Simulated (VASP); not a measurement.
# NaF (Fm-3m) in VASP: a series of runs, part 2 of 2

VASP 6.6.1. Earlier steps stand in the parts before.

### Step 3. Single point, r2SCAN

File POSCAR:

```
NaF
1.0
    0.0000000000      2.2971231905      2.2971231905
    2.2971231905      0.0000000000      2.2971231905
    2.2971231905      2.2971231905      0.0000000000
Na F
1 1
Direct
    0.0000000000      0.0000000000      0.0000000000
    0.5000000000      0.5000000000      0.5000000000
```

File INCAR.step1:

```
PREC     = Accurate       # precision mode
ENCUT    = 520            # plane-wave cutoff, eV
ISMEAR   = -1             # smearing method
SIGMA    = 0.02           # smearing width, eV
LREAL    = False          # projectors in reciprocal space
LASPH    = True           # aspherical terms in the spheres
NELM     = 60             # most SCF steps
NBANDS   = 14             # bands
GGA      = PE             # functional
ALGO     = Normal         # electronic algorithm
EDIFF    = 1E-4           # SCF threshold, eV
LWAVE    = True           # write WAVECAR
LCHARG   = False          # write CHGCAR
```

File INCAR.step2:

```
PREC     = Accurate       # precision mode
ENCUT    = 520            # plane-wave cutoff, eV
EDIFF    = 1E-7           # SCF threshold, eV
ISMEAR   = -1             # smearing method
SIGMA    = 0.02           # smearing width, eV
LREAL    = False          # projectors in reciprocal space
LASPH    = True           # aspherical terms in the spheres
NELM     = 60             # most SCF steps
ALGO     = Normal         # electronic algorithm
ISIF     = 2              # what is computed and relaxed
LWAVE    = False          # write WAVECAR
LCHARG   = True           # write CHGCAR
METAGGA  = R2SCAN         # meta-GGA
LMIXTAU  = True         
LELF     = True           # ELF
LVHAR    = True         
NBANDS   = 14             # bands
ISTART   = 1
```

File KPOINTS:

```
regular mesh
0
Gamma
  9 9 9
```

Potentials or basis: VASP PAW PBE potentials, release 64 (Na_pv, F).

The run is started by

```
cat potpaw_PBE.64/Na_pv/POTCAR potpaw_PBE.64/F/POTCAR > POTCAR
cp INCAR.step1 INCAR
mpirun -np 1 vasp_std > vasp.out
cp INCAR.step2 INCAR
mpirun -np 1 vasp_std > vasp.out
```

OUTCAR:

```text
PREC = Accurate
   ENCUT = 520
   EDIFF = 1E-7
   ISMEAR = -1
   LREAL = False
   LASPH = True
   NELM = 60
   ISIF = 2
   METAGGA = R2SCAN
   ISTART = 1

 ion  position               nearest neighbor table
   1  0.000  0.000  0.000-   2 2.30   2 2.30   2 2.30   2 2.30   2 2.30   2 2.30
   2  0.500  0.500  0.500-   1 2.30   1 2.30   1 2.30   1 2.30   1 2.30   1 2.30

  LATTYP: Found a face centered cubic cell.
 ALAT       =     4.5942463810

  Lattice vectors:

 A1 = (   0.0000000000,   2.2971231905,   2.2971231905)
 A2 = (   2.2971231905,   0.0000000000,   2.2971231905)
 A3 = (   2.2971231905,   2.2971231905,   0.0000000000)

Analysis of symmetry for initial positions (statically):
=====================================================================
 Subroutine PRICEL returns:
 Original cell was already a primitive cell.

 Routine SETGRP: Setting up the symmetry group for a
 face centered cubic supercell.

 Subroutine GETGRP returns: Found 48 space group operations
 (whereof 48 operations were pure point group operations)
 out of a pool of 48 trial point group operations.

The static configuration has the point symmetry O_h .

Analysis of symmetry for dynamics (positions and initial velocities):
=====================================================================
 Subroutine PRICEL returns:
 Original cell was already a primitive cell.

 Routine SETGRP: Setting up the symmetry group for a
 face centered cubic supercell.

 Subroutine GETGRP returns: Found 48 space group operations
 (whereof 48 operations were pure point group operations)
 out of a pool of 48 trial point group operations.

The dynamic configuration has the point symmetry O_h .

 Subroutine INISYM returns: Found 48 space group operations
 (whereof 48 operations are pure point group operations),
 and found     1 'primitive' translations

----------------------------------------------------------------------------------------

                                     Primitive cell

  volume of cell :      24.2428

  direct lattice vectors                    reciprocal lattice vectors
     0.000000000  2.297123190  2.297123190    -0.217663555  0.217663555  0.217663555
     2.297123190  0.000000000  2.297123190     0.217663555 -0.217663555  0.217663555
     2.297123190  2.297123190  0.000000000     0.217663555  0.217663555 -0.217663555

  length of vectors
     3.248622770  3.248622770  3.248622770     0.377004336  0.377004336  0.377004336

  position of ions in fractional coordinates (direct lattice)
     0.000000000  0.000000000  0.000000000
     0.500000000  0.500000000  0.500000000

  ion indices of the primitive-cell ions
   primitive index   ion index
                 1           1
                 2           2

----------------------------------------------------------------------------------------

 KPOINTS: regular mesh

Automatic generation of k-mesh.
 Grid dimensions read from file:
 generate k-points for:    9    9    9

 Generating k-lattice:

  Cartesian coordinates                     Fractional coordinates (reciprocal lattice)
    -0.024184839  0.024184839  0.024184839     0.111111111  0.000000000  0.000000000
     0.024184839 -0.024184839  0.024184839     0.000000000  0.111111111  0.000000000
     0.024184839  0.024184839 -0.024184839     0.000000000  0.000000000  0.111111111
[... 40 lines left out ...]
   number of dos      NEDOS =    301   number of ions     NIONS =      2
   total plane-waves  NPLWV =  13824
   dimension x,y,z NGX =    24 NGY =   24 NGZ =   24
   dimension x,y,z NGXF=    48 NGYF=   48 NGZF=   48
   ions per type =               1   1
   NGX,Y,Z   is equivalent  to a cutoff of  12.28, 12.28, 12.28 a.u.
   NGXF,Y,Z  is equivalent  to a cutoff of  24.56, 24.56, 24.56 a.u.
 SYSTEM =  unknown system
   PREC   = accura    normal or accurate (medium, high low for compatibility)
   ISTART =      1    job   : 0-new  1-cont  2-samecut
   ICHARG =      0    charge: 1-file 2-atom 10-const
   ISPIN  =      1    spin polarized calculation?
   LNONCOLLINEAR =      F non collinear calculations
   LSORBIT =      F    spin-orbit coupling
   LASPH  =      T    aspherical Exc in radial PAW
   ENCUT  =  520.0 eV  38.22 Ry    6.18 a.u.   6.04  6.04  6.04*2*pi/ulx,y,z
   NELM   =     60;   NELMIN=  2; NELMDL=  0     # of ELM steps
   EDIFF  = 0.1E-06   stopping-criterion for ELM
   LREAL  =      F    real-space projection
   EDIFFG = 0.1E-05   stopping-criterion for IOM
   NSW    =      0    number of steps for IOM
   IBRION =     -1    ionic relax: 0-MD 1-quasi-New 2-CG
   NFREE  =      0    steps in history (QN), initial steepest desc. (CG)
   ISIF   =      2    stress and relaxation
   ISYM   =      2    0-nonsym 1-usesym 2-fastsym
   POTIM  = 0.5000    time-step for ionic-motion
   TEBEG  =    0.0;   TEEND  =   0.0 temperature during run
   PSTRESS=    0.0 pullay stress
   NELECT =      14.0000    total number of electrons
   NUPDOWN=      -1.0000    fix difference up-down
   EMIN   =  10.00;   EMAX   =-10.00  energy-range for DOS
   EFERMI =   0.00;   METHOD = LEGACY
   ISMEAR =    -1;   SIGMA  =   0.02  broadening in eV -4-tet -1-fermi 0-gaus
   EFERMI_NEDOS =   21; number of points for ismear=-14 and -15
   IALGO  =     38    algorithm
   IMIX   =      4    mixing-type and parameters
     AMIX     =   0.40;   BMIX     =  1.00
     AMIX_MAG =   1.60;   BMIX_MAG =  1.00
  volume/ion in A,a.u.               =      12.12        81.80
  Fermi-wavevector in a.u.,A,eV,Ry     =   1.363295  2.576254 25.287430  1.858574
  Thomas-Fermi vector in A             =   2.489710
   LORBIT       =      0    0 simple, 1 ext, 2 COOP (PROOUT), +10 PAW based schemes
   METAGGA = R2SCAN    functional components
   LHFCALC =     F    Hartree Fock is set to
   AEXX    =    0.0000 exact exchange contribution
   IVDW    =     0    specifies the selected vdW correction
   LEPSILON=     F    determine dielectric tensor
   LRPA    =     F    only Hartree local field effects (RPA)
 non-spin polarized calculation
  energy-cutoff  :      520.00
  volume of cell :       24.24
 maximum number of plane-waves:       663
   NGX = 13   NGY = 13   NGZ = 13

 number of electron      13.9999992 magnetization

 Free energy of the ion-electron system (eV)
  ---------------------------------------------------
  ext. energy  EPLUGINS =         0.00000000
  ---------------------------------------------------
  free energy    TOTEN  =       -12.60300356 eV

  energy without entropy =      -12.60300356  energy(sigma->0) =      -12.60300356

 E-fermi :  -2.1566     XC(G=0):  -9.9102

 val. band max:       -2.6137163662   @ k =   0.0000   0.0000   0.0000
 cond. band min:       4.7084761533   @ k =   0.0000   0.0000   0.0000
 fundamental gap:      7.3221925195
 Fermi energy:        -2.1566265091

 k-point     1 :       0.0000    0.0000    0.0000
  band No.  band energies     occupation
      1     -22.9532      2.00000
      2     -22.0363      2.00000
      3     -22.0359      2.00000
      4     -22.0359      2.00000
      5      -2.6138      2.00000
      6      -2.6137      2.00000
      7      -2.6137      2.00000
      8       4.7085      0.00000
      9      17.3595      0.00000
     10      17.3596      0.00000
     11      17.3596      0.00000
     12      20.0712      0.00000
     13      22.7106      0.00000
     14      22.7106      0.00000
[... 377 lines left out ...]
      1     -22.7598      2.00000
      2     -22.1212      2.00000
      3     -22.0893      2.00000
      4     -22.0890      2.00000
      5      -3.9031      2.00000
      6      -3.0176      2.00000
      7      -3.0175      2.00000
      8      10.8376      0.00000
      9      11.4841      0.00000
     10      13.3877      0.00000
     11      18.8127      0.00000
     12      18.8129      0.00000
     13      23.0969      0.00000
     14      27.2167      0.00000

 [... further k-points ...]

------------------------ aborting loop because EDIFF is reached ----------------------------------------

  FORCE on cell =-STRESS in cart. coord.  units (eV):
  Direction    XX          YY          ZZ          XY          YZ          ZX
  --------------------------------------------------------------------------------------
  -------------------------------------------------------------------------------------
  Total       -0.1330789     -0.1330789     -0.1330789      0.0000000     -0.0000000     -0.0000000
  in kB       -8.7950196     -8.7950196     -8.7950196      0.0000000     -0.0000000     -0.0000000
  external PRESSURE =      -8.7950196 kB  Pullay stress =       0.0000000 kB

 VOLUME and BASIS-vectors are now :
 -----------------------------------------------------------------------------
  energy-cutoff  :      520.00
  volume of cell :       24.24
      direct lattice vectors                 reciprocal lattice vectors
     0.000000000  2.297123190  2.297123190    -0.217663555  0.217663555  0.217663555
     2.297123190  0.000000000  2.297123190     0.217663555 -0.217663555  0.217663555
     2.297123190  2.297123190  0.000000000     0.217663555  0.217663555 -0.217663555

 POSITION                                       TOTAL-FORCE (eV/Angst)
 -----------------------------------------------------------------------------------
      0.00000      0.00000      0.00000        -0.000000      0.000000      0.000000
      2.29712      2.29712      2.29712         0.000000     -0.000000     -0.000000
 -----------------------------------------------------------------------------------
    total drift:                                0.000000     -0.000000      0.000000

  FREE ENERGIE OF THE ION-ELECTRON SYSTEM (eV)
  ---------------------------------------------------
  free  energy   TOTEN  =       -12.6030035584 eV

  energy  without entropy=      -12.6030035584  energy(sigma->0) =      -12.60300356
```

Run time: 13 s. Hardware: 1 thread of Intel Xeon 6975P-C (Granite Rapids), shared host; peak memory 0.14 GiB.

Results:

```
Free energy            : -12.6030 eV
Pressure               : -0.9 GPa
Band gap on the k mesh : 7.32 eV
```

Caveat: the PAW data sets were made with another functional, which shifts forces and pressure a little; an odd mesh through Γ misses points on the zone boundary, where band edges can lie.

### Step 4. Relaxation of cell and atoms, r2SCAN

This run uses another cell than the first one, of 13.49 Å³/atom.

File POSCAR:

```
NaF
1.0
    0.0000000000      2.3802865178      2.3802865178
    2.3802865178      0.0000000000      2.3802865178
    2.3802865178      2.3802865178      0.0000000000
Na F
1 1
Direct
    0.0000000000      0.0000000000      0.0000000000
    0.5000000000      0.5000000000      0.5000000000
```

File INCAR.step1:

```
ALGO = Normal
EDIFF = 1E-4
ENCUT = 600
GGA = PE
ISMEAR = -1
LASPH = True
LCHARG = False
LREAL = False
LWAVE = True
NELM = 100
PREC = Accurate
SIGMA = 0.02
```

File INCAR.step2:

```
ALGO = Normal
EDIFF = 1E-6
EDIFFG = -0.005
ENCUT = 600
IBRION = 2
ISIF = 3
ISMEAR = -1
ISTART = 1
LASPH = True
LCHARG = False
LMIXTAU = True
LREAL = False
LWAVE = False
METAGGA = R2SCAN
NELM = 100
NSW = 100
PREC = Accurate
SIGMA = 0.02
```

File KPOINTS:

```
k-points
0
Gamma
  9 9 9
```

The run is started by

```
cat potpaw_PBE.64/Na_pv/POTCAR potpaw_PBE.64/F/POTCAR > POTCAR
cp INCAR.step1 INCAR
mpirun -np 1 vasp_std > vasp.out
cp INCAR.step2 INCAR
mpirun -np 1 vasp_std > vasp.out
```

Wall time 88 s (1 thread of Intel Xeon 6975P-C (Granite Rapids), shared host); peak memory 0.15 GiB.

It converged, with:

```
Free energy                           : -12.6148 eV
Relaxed volume                        : 11.93 Å³/atom
Relaxed cell                          : a = 3.231 Å, b = 3.231 Å, c = 3.231 Å, α = 60.00°, β = 60.00°, γ = 60.00°
Space group after relaxing (to 0.1 Å) : Fm-3m (No. 225)
Energy gained by relaxing             : 29.0 meV/atom
Ionic steps                           : 4
Pressure after relaxing               : 0.1 GPa
Band gap on the k mesh                : 7.42 eV
```

Step by step:
| step | energy change (eV) | largest force (eV/Å) | pressure (GPa) | volume (Å³) |
| --- | --- | --- | --- | --- |
| 1 | 0.0000 | 0.0000 | -5.27 | 26.97 |
| 2 | -0.0439 | 0.0000 | -2.85 | 25.28 |
| 3 | -0.0576 | 0.0000 | -0.45 | 24.07 |
| 4 | -0.0581 | 0.0000 | 0.07 | 23.86 |

Final structure:
```
CELL_PARAMETERS angstrom
0.00000 2.28489 2.28489
2.28489 0.00000 2.28489
2.28489 2.28489 0.00000
ATOMIC_POSITIONS crystal
Na 0.00000 0.00000 0.00000
F 0.50000 0.50000 0.50000
```

Levels at points of the mesh, in eV from the valence-band top:
| k point | band 5 | band 6 | band 7 | band 8 | band 9 | band 10 |
| --- | --- | --- | --- | --- | --- | --- |
| (0.00, 0.00, 0.00) | 0.00 | 0.00 | 0.00 | 7.42 | 20.09 | 20.09 |

Caveat: the PAW data sets were made with another functional, which shifts forces and pressure a little; an odd mesh through Γ misses points on the zone boundary, where band edges can lie.

### Step 5. Summary

```csv
task,cell,cutoff (eV),gap on the mesh (eV),pressure (GPa)
single point,"a = 3.248 Å, angles 60.0°, 2 atoms",520,7.33,-0.8
single point,"a = 3.249 Å, angles 60.0°, 2 atoms",520,7.32,-0.9
relaxation of cell and atoms,"relaxed from a = 3.366 Å, angles 60.0°, 2 atoms",600,7.42,0.1
```

Alike in all rows: level r2SCAN; potentials or basis VASP PAW PBE potentials, release 64 (Na_pv, F); no spin polarisation; k mesh 9 × 9 × 9; smearing fermi-dirac 0.02 eV.

Caveats: the PAW data sets were made with another functional, which shifts forces and pressure a little; an odd mesh through Γ misses points on the zone boundary, where band edges can lie.

Absolute energies hang on the potentials; compare differences alone.
